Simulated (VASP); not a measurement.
Runs of VASP 6.6.1 on Ca. The structure is that of space group Im-3m (No. 229), or close to it. The cells are those of the table. This isn't the form of Ca at room conditions, which is fcc.

| task | cell | k mesh | cutoff (eV) | gap on the mesh (eV) | pressure (GPa) |
| --- | --- | --- | --- | --- | --- |
| single point | a = 3.670 Å, angles 109.5°, 1 atom | 11 × 11 × 11 | 520 | none | (a) |
| single point | a = 3.929 Å, angles 109.5°, 1 atom | 11 × 11 × 11 | 520 | none | -1.2 |
| single point | a = 3.778 Å, angles 109.5°, 1 atom | 11 × 11 × 11 | 520 | none | 0.8 |
| single point | a = 3.880 Å, angles 109.5°, 1 atom | 11 × 11 × 11 | 520 | none | (b) |
| single point | a = 3.830 Å, angles 109.5°, 1 atom | 11 × 11 × 11 | 520 | none | 0.1 |
| single point | a = 3.830 Å, angles 109.5°, 1 atom | 16 × 16 × 16 | 520 | none | 0.1 |
| single point | a = 3.977 Å, angles 109.5°, 1 atom | 11 × 11 × 11 | 520 | none | -1.6 |
| relaxation of cell and atoms | relaxed from a = 3.841 Å, angles 109.5°, 1 atom | 10 × 10 × 10 | 600 | none | 0.0 |

Alike in all rows: level r2SCAN; potentials or basis VASP PAW PBE potentials, release 64 (Ca_sv); no spin polarisation; smearing fermi-dirac 0.1 eV.

Task: Estimate the missing entries.

Result: (a) 2.8; (b) -0.6.

Caveats: the PAW data sets were made with another functional, which shifts forces and pressure a little.

A gap of «none» marks levels without a gap at the run's occupations.
